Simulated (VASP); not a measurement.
# BN (P4_2/mnm) in VASP: dielectric tensor with LDA

Aim: the dielectric tensor of BN with LDA.

Everything below comes from runs of VASP 6.6.1. Logs are shortened: lines on timing, memory, paths and dates and some standing lists are left out, and cuts for length are marked.

### 1 The cell of the first run

It takes space group P4_2/mnm (No. 136, tetragonal). The conventional cell has a = 4.424 Å, b = 4.424 Å, c = 2.550 Å, α = 90.00°, β = 90.00°, γ = 90.00°. Within 2.2 Å of B (site symmetry m2m) lie 4 N at 1.54 to 1.60 Å and 1 B at 2.18 Å. N (site symmetry m2m) has 4 B at 1.54 to 1.60 Å within 2.1 Å.

### 2 Dielectric tensor, LDA

Contents of INCAR:

```
ALGO = Normal
EDIFF = 1E-8
ENCUT = 520
GGA = CA
ISIF = 2
ISMEAR = 0
LASPH = True
LCHARG = False
LEPSILON = True
LREAL = False
LWAVE = False
NELM = 100
PREC = Accurate
SIGMA = 0.01
```

Contents of KPOINTS:

```
Automatic mesh
0
Gamma
  4 4 6
  0.5 0.5 0.5
```

Contents of POSCAR:

```
BN
1.0
    4.4242230000      0.0000000000      0.0000000000
    0.0000000000      4.4242230000      0.0000000000
    0.0000000000      0.0000000000      2.5503560000
B N
4 4
Direct
    0.1742800000      0.8257200000      0.5000000000
    0.3257200000      0.3257200000      0.0000000000
    0.6742800000      0.6742800000      0.0000000000
    0.8257200000      0.1742800000      0.5000000000
    0.8126000000      0.8126000000      0.5000000000
    0.3126000000      0.6874000000      0.0000000000
    0.6874000000      0.3126000000      0.0000000000
    0.1874000000      0.1874000000      0.5000000000
```

Potentials or basis: VASP PAW LDA potentials, release 64 (B, N).

Launch:

```bash
cat potpaw_LDA.64/B/POTCAR potpaw_LDA.64/N/POTCAR > POTCAR
mpirun -np 1 vasp_std > vasp.out
```

OUTCAR:

```text
EDIFF = 1E-8
   ENCUT = 520
   GGA = CA
   ISIF = 2
   ISMEAR = 0
   LASPH = True
   LEPSILON = True
   LREAL = False
   NELM = 100
   PREC = Accurate

 ion  position               nearest neighbor table
   1  0.174  0.826  0.500-   6 1.54   6 1.54   8 1.60   5 1.60
   2  0.326  0.326  0.000-   8 1.54   8 1.54   6 1.60   7 1.60
   3  0.674  0.674  0.000-   5 1.54   5 1.54   7 1.60   6 1.60
   4  0.826  0.174  0.500-   7 1.54   7 1.54   8 1.60   5 1.60
   5  0.813  0.813  0.500-   3 1.54   3 1.54   4 1.60   1 1.60
   6  0.313  0.687  0.000-   1 1.54   1 1.54   3 1.60   2 1.60
   7  0.687  0.313  0.000-   4 1.54   4 1.54   2 1.60   3 1.60
   8  0.187  0.187  0.500-   2 1.54   2 1.54   4 1.60   1 1.60

  LATTYP: Found a simple tetragonal cell.
 ALAT       =     4.4242230000
 C/A-ratio  =     0.5764528596

  Lattice vectors:

 A1 = (   4.4242230000,   0.0000000000,   0.0000000000)
 A2 = (   0.0000000000,   4.4242230000,   0.0000000000)
 A3 = (   0.0000000000,   0.0000000000,   2.5503560000)

Analysis of symmetry for initial positions (statically):
=====================================================================
 Subroutine PRICEL returns:
 Original cell was already a primitive cell.

 Routine SETGRP: Setting up the symmetry group for a
 simple tetragonal supercell.

 Subroutine GETGRP returns: Found 16 space group operations
 (whereof  8 operations were pure point group operations)
 out of a pool of 16 trial point group operations.

The static configuration has the point symmetry D_2h.
 The point group associated with its full space group is D_4h.

Analysis of symmetry for dynamics (positions and initial velocities):
=====================================================================
 Subroutine PRICEL returns:
 Original cell was already a primitive cell.

 Routine SETGRP: Setting up the symmetry group for a
 simple tetragonal supercell.

 Subroutine GETGRP returns: Found 16 space group operations
 (whereof  8 operations were pure point group operations)
 out of a pool of 16 trial point group operations.

The dynamic configuration has the point symmetry D_2h.
 The point group associated with its full space group is D_4h.

 Subroutine INISYM returns: Found 16 space group operations
 (whereof  8 operations are pure point group operations),
 and found     1 'primitive' translations

[... 389 lines left out ...]

  energy  without entropy=      -76.6327079326  energy(sigma->0) =      -76.63270793

 HEAD OF MICROSCOPIC STATIC DIELECTRIC TENSOR (INDEPENDENT PARTICLE, excluding Hartree and local field effects)
 ------------------------------------------------------
           4.784301     0.000000     0.000000
          -0.000000     4.784301     0.000000
           0.000000     0.000000     4.460961
 ------------------------------------------------------

 Free energy of the ion-electron system (eV)
  ---------------------------------------------------
  ---------------------------------------------------
  free energy    TOTEN  =        -0.52848186 eV

  energy without entropy =       -0.52848186

------------------------ aborting loop because EDIFF is reached ----------------------------------------

--------------------------------------- Ionic step        2  -------------------------------------------

------------------------ aborting loop because EDIFF is reached ----------------------------------------

--------------------------------------- Ionic step        3  -------------------------------------------

 Free energy of the ion-electron system (eV)
  ---------------------------------------------------
  ---------------------------------------------------
  free energy    TOTEN  =        -0.48168296 eV

  energy without entropy =       -0.48168296

------------------------ aborting loop because EDIFF is reached ----------------------------------------

 PIEZOELECTRIC TENSOR FIELD DIRECTION 3  (e Angst)
 -----------------------------------------------------------------------------
    -0.00368  0.00000  0.00000           ( -0.00003  0.00000  0.00000)
     0.00000 -0.00368  0.00000           (  0.00000 -0.00003  0.00000)
     0.00000  0.00000  0.00542           (  0.00000  0.00000 -0.00007)

 PIEZOELECTRIC TENSOR FIELD DIRECTION 3  (C/m^2)
 -----------------------------------------------------------------------------
    -0.00118  0.00000  0.00000
     0.00000 -0.00118  0.00000
     0.00000  0.00000  0.00174

 MACROSCOPIC STATIC DIELECTRIC TENSOR (including local field effects in DFT)
 ------------------------------------------------------
           4.598962     0.000000     0.000000
          -0.000000     4.598962     0.000000
           0.000000     0.000000     4.303584
 ------------------------------------------------------

 PIEZOELECTRIC TENSOR (including local field effects)  for field in x, y, z        (e  Angst)
          XX          YY          ZZ          XY          YZ          ZX
  --------------------------------------------------------------------------------
  x     0.00000     0.00000     0.00000     0.00000     0.00000     0.00000
  y     0.00000     0.00000     0.00000     0.00000     0.00000     0.00000
  z     0.00000     0.00000     0.00000     0.00000     0.00000     0.00000

 PIEZOELECTRIC TENSOR (including local field effects)  for field in x, y, z        (C/m^2)
          XX          YY          ZZ          XY          YZ          ZX
  --------------------------------------------------------------------------------
  x     0.00000     0.00000     0.00000     0.00000     0.00000     0.00000
  y     0.00000     0.00000     0.00000     0.00000     0.00000     0.00000
  z     0.00000     0.00000     0.00000     0.00000     0.00000     0.00000

 BORN EFFECTIVE CHARGES (including local field effects) (in |e|, cummulative output)
 ---------------------------------------------------------------------------------
 ion    1
    1     1.98454    -0.19996     0.00000
    2    -0.19996     1.98454     0.00000
    3     0.00000     0.00000     1.80392
 ion    2
    1     1.98454     0.19996     0.00000
    2     0.19996     1.98454     0.00000
    3     0.00000     0.00000     1.80392
 ion    3
    1     1.98454     0.19996     0.00000
    2     0.19996     1.98454     0.00000
    3     0.00000     0.00000     1.80392
 ion    4
    1     1.98454    -0.19996     0.00000
    2    -0.19996     1.98454     0.00000
    3     0.00000     0.00000     1.80392
 ion    5
    1    -1.98454    -0.28934     0.00000
    2    -0.28934    -1.98454     0.00000
    3     0.00000     0.00000    -1.80392
 ion    6
    1    -1.98454     0.28934     0.00000
    2     0.28934    -1.98454     0.00000
    3     0.00000     0.00000    -1.80392
 ion    7
    1    -1.98454     0.28934     0.00000
    2     0.28934    -1.98454     0.00000
    3     0.00000     0.00000    -1.80392
 ion    8
    1    -1.98454    -0.28934     0.00000
    2    -0.28934    -1.98454     0.00000
    3     0.00000     0.00000    -1.80392
```

stdout:

```text
POSCAR found type information on POSCAR B N
 POSCAR found :  2 types and       8 ions
 scaLAPACK will be used
 LDA part: xc-table for (Slater(with rela. corr.)+CA(PZ))
 , standard interpolation
 POSCAR, INCAR and KPOINTS ok, starting setup
 FFT: planning ... GRIDC
 FFT: planning ... GRID_SOFT
 FFT: planning ... GRID
 WAVECAR not read
 entering main loop
 Linear response reoptimize wavefunctions to high precision
 Linear response G [H, r] |phi>, progress :
  Direction:   1
 Linear response G [H, r] |phi>, progress :
  Direction:   2
 Linear response G [H, r] |phi>, progress :
  Direction:   3
 Linear response to external field (no local field effect), progress :
  Direction:   1
 dielectric tensor                  component  1 :     4.743    -0.084    -0.430
 Linear response to external field (no local field effect), progress :
  Direction:   2
 dielectric tensor                  component  2 :    -0.084     4.825    -0.404
 Linear response to external field (no local field effect), progress :
  Direction:   3
 dielectric tensor                  component  3 :    -0.430    -0.404     4.461
 Linear response to external field, progress :
  Direction:   1
 dielectric tensor                  component  1 :     4.599    -0.048    -0.225
 Linear response to external field, progress :
  Direction:   2
 dielectric tensor                  component  2 :    -0.048     4.599    -0.411
 Linear response to external field, progress :
  Direction:   3
 dielectric tensor                  component  3 :    -0.430    -0.403     4.304
 Born effective charges drift removed
```

Run time: 1.7 min. Hardware: 1 thread of Intel Xeon 8259CL, shared host; peak memory 0.18 GiB.

Results:

```yaml
Band_gap_on_the_k_mesh: 5.39 eV (least direct gap 6.32 eV)
Electronic_dielectric_tensor_diagonal: 4.60, 4.60, 4.30
Born_charges_mean_of_the_diagonal: B +1.92; N -1.92 e
```

Electronic dielectric tensor:
```
4.60 0.00 0.00
0.00 4.60 0.00
0.00 0.00 4.30
```

Born effective charge tensors (e):
atom 1, B
```
 1.98 -0.20  0.00
-0.20  1.98  0.00
 0.00  0.00  1.80
```
atom 2, B
```
1.98 0.20 0.00
0.20 1.98 0.00
0.00 0.00 1.80
```
atom 3, B
```
1.98 0.20 0.00
0.20 1.98 0.00
0.00 0.00 1.80
```
atom 4, B
```
 1.98 -0.20  0.00
-0.20  1.98  0.00
 0.00  0.00  1.80
```
atom 5, N
```
-1.98 -0.29  0.00
-0.29 -1.98  0.00
 0.00  0.00 -1.80
```
atom 6, N
```
-1.98  0.29  0.00
 0.29 -1.98  0.00
 0.00  0.00 -1.80
```
atom 7, N
```
-1.98  0.29  0.00
 0.29 -1.98  0.00
 0.00  0.00 -1.80
```
atom 8, N
```
-1.98 -0.29  0.00
-0.29 -1.98  0.00
 0.00  0.00 -1.80
```

Caveat: a shifted mesh leaves out Γ, where band edges can lie. A k mesh can miss the band edges.
